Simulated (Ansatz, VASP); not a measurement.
**KF in VASP and in Ansatz**

```
CELL_PARAMETERS angstrom
3.35356 0.13036 0.13036
0.13036 3.35356 -0.13036
0.13036 -0.13036 3.35356
ATOMIC_POSITIONS crystal
K 0.00000 0.00000 0.00000
F 0.50000 0.50000 0.50000
```

Alike in both runs: task single point; functional PBE; k mesh 8 × 8 × 8; occupations gaussian, width 0.02 eV; no spin polarisation.

|  | VASP | Ansatz |
| --- | --- | --- |
| version | VASP 6.6.1 | Ansatz 0.2.0 |
| potentials or method | VASP PAW PBE potentials, release 64 (K_sv, F), cutoff 600 eV | scalar-relativistic, plane waves, PAW |
| valence electrons in the cell | 16 | 16 |

Ansatz gave:

```
gap on the k mesh at the Fermi level (eV)                     : 5.74
least direct gap on the mesh (eV)                             : 5.80
pressure (GPa)                                                : -1.6
traceless stress, the component that is largest in VASP (GPa) : -0.43
```

Task: What did VASP give for the same quantities?

Result: gap on the k mesh at the Fermi level (eV): 5.73; least direct gap on the mesh (eV): 5.79; pressure (GPa): -1.7; traceless stress, the component that is largest in VASP (GPa): -0.48.
